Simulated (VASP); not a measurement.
The system is NaI.

```
CELL_PARAMETERS angstrom
0.00000 3.54319 3.54319
3.54319 0.00000 3.54319
3.54319 3.54319 0.00000
ATOMIC_POSITIONS crystal
Na 0.00000 0.00000 0.00000
I 0.25000 0.25000 0.25000
```

Program: VASP 6.6.1. Alike in all runs: task single point; potentials or basis VASP PAW PBE potentials, release 64 (Na_pv, I); no spin polarisation; cell as given; cutoff (eV) 520; smearing gaussian 0.01 eV. Hardware: 1 thread of Intel(R) Xeon(R) Platinum 8259CL CPU @ 2.50GHz (Skylake/Cascade Lake), with other jobs on the host.

Problem. Order these runs on this cell by their wall time, lowest first.
A. level r2SCAN; k mesh 6 × 6 × 6
B. level HSE06; k mesh 4 × 4 × 4; grid for exact exchange (PRECFOCK) Normal; screening parameter 0.2079 1/Å
C. level PBE; k mesh 6 × 6 × 6

Solution. C (19 s), A (92 s), B (570 s).
